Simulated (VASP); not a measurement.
Write the native input for VASP 6.6.1 that does the following.

```yaml
Task: relaxation of cell and atoms
Functional: LDA
Potentials_or_basis: VASP PAW LDA potentials, release 64 (Pt, Se)
Cutoff: 600 eV
k_mesh: 14 × 14 × 10
Occupations: gaussian, width 0.02 eV
Spin: no spin polarisation
Dipole_correction: no
Further_INCAR_settings: ALGO = Normal; EDIFF = 1e-06; IBRION = 2; EDIFFG = -0.001; NSW = 80; ISIF = 3
```

The structure of PtSe2 lies in POSCAR:

```
PtSe2
1.0
    3.7240000000      0.0000000000      0.0000000000
   -1.8620000000      3.2250786037      0.0000000000
    0.0000000000      0.0000000000      5.0620000000
Pt Se
1 2
Direct
    0.0000000000      0.0000000000      0.0000000000
    0.3333333333      0.6666666667      0.2500000000
    0.6666666667      0.3333333333      0.7500000000
```

One way to write it, as run:

INCAR

```
PREC = Accurate
ENCUT = 600
EDIFF = 1E-6
ISMEAR = 0
SIGMA = 0.02
LREAL = F
LASPH = T
NELM = 80
ALGO = Normal
ISIF = 3
LWAVE = F
LCHARG = F
GGA = CA
IBRION = 2
NSW = 80
EDIFFG = -0.001
```

KPOINTS

```
Automatic mesh
0
Gamma
  14 14 10
```

Potentials or basis: VASP PAW LDA potentials, release 64 (Pt, Se).

Command:

```sh
$ cat potpaw_LDA.64/Pt/POTCAR potpaw_LDA.64/Se/POTCAR > POTCAR
$ mpirun -np 1 vasp_std > vasp.out
```

It gave:

The relaxed volume is 19.26 Å³/atom. The relaxed cell is a = 3.747 Å, b = 3.747 Å, c = 4.753 Å, α = 90.00°, β = 90.00°, γ = 120.00°, the space group after relaxing (to 0.1 Å) is P-3m1 (No. 164) and the energy gained by relaxing is 11.3 meV/atom. The ionic steps are 37 and the pressure after relaxing is 0.0 GPa. The band gap on the k mesh is zero (bands 11 and 12 overlap by 1.05 eV).

Caveat: spin-orbit coupling is left out, which moves the levels of the heavy elements.

Wall time 50 min on 1 thread of Intel Xeon 8259CL (shared host), peak memory 0.39 GiB.
